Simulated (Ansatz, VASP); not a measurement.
BN in VASP and in Ansatz

```
B N
1.0
     0.00000   -1.81239   -1.81239
    -1.81239    0.00000   -1.81239
     1.81239    1.81239   -3.62479
B N
2 2
Direct
  0.97487 0.02107 0.00000
  0.52513 0.47893 0.50000
  0.34928 0.39657 0.87500
  0.90072 0.85343 0.37500
```

Change from the starting cell: mode 4 frozen in at -0.034 Å and mode 5 at +0.051 Å (largest displacements).

Alike in both runs: task single point; functional PBE; k mesh 6 × 6 × 6; occupations gaussian, width 0.05 eV; no spin polarisation.

|  | VASP | Ansatz |
| --- | --- | --- |
| version | VASP 6.6.1 | Ansatz 0.2.0 |
| potentials or method | VASP PAW PBE potentials, release 64 (B, N), cutoff 520 eV | scalar-relativistic, plane waves, PAW |
| valence electrons in the cell | 16 | 16 |

Ansatz gave:

```
gap on the k mesh at the Fermi level (eV)                     : 4.39
least direct gap on the mesh (eV)                             : 6.33
pressure (GPa)                                                : -0.1
traceless stress, the component that is largest in VASP (GPa) : 0.82
rms of the force components (eV/Å)                            : 0.376
```

Task: What did VASP give for the same quantities?

Result: gap on the k mesh at the Fermi level (eV): 4.38; least direct gap on the mesh (eV): 6.32; pressure (GPa): 0.1; traceless stress, the component that is largest in VASP (GPa): 0.82; rms of the force components (eV/Å): 0.376.

Atom by atom the forces differ by 0.000 eV/Å (rms over components). With one functional, cell and mesh, what is left measures potentials, basis and numerics.

The k mesh is coarse, so the values compare programs but aren't converged.
